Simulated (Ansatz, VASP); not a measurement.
## Two plane-wave programs on CuO

```
CELL_PARAMETERS angstrom
1.99097 -2.15355 0.00000
1.99097 2.15355 0.00000
0.00000 0.00000 5.15593
ATOMIC_POSITIONS crystal
Cu 0.50000 0.00000 0.00000
Cu 0.00000 0.50000 0.50000
O 0.50000 0.50000 0.25000
O 0.50000 0.50000 0.75000
```

Alike in both runs: task relaxation of cell and atoms; functional LDA; k mesh 9 × 9 × 5; occupations fermi-dirac, width 0.05 eV; no spin polarisation.

|  | VASP | Ansatz |
| --- | --- | --- |
| version | VASP 6.6.1 | Ansatz 0.2.0 |
| potentials or method | VASP PAW LDA potentials, release 64 (Cu, O) | Ansatz PAW |
| plane-wave cutoff (eV) | 600 | 420 |
| valence electrons in the cell | 34 | 50 |

```tsv
	VASP	Ansatz	Ansatz less VASP
gap on the k mesh at the Fermi level, each at its own relaxed structure (eV)	none	none	-
relaxed volume (Å³/atom)	10.31	10.27	-0.046
relaxed cell length with the largest relative difference (Å)	5.053	5.041	-0.0119
```

LDA's correlation is that of Perdew and Zunger in VASP and of Perdew and Wang (1992) in Ansatz. A gap of «none» marks a metal or a gap that the smearing closes. VASP's potentials hold 34 valence electrons a cell and Ansatz's 50, so a difference there can come from the potentials and not from the codes.

Noted on Ansatz's run: the plane-wave basis is chosen anew once the cell has moved, so the energies of steps on either side of that aren't comparable.
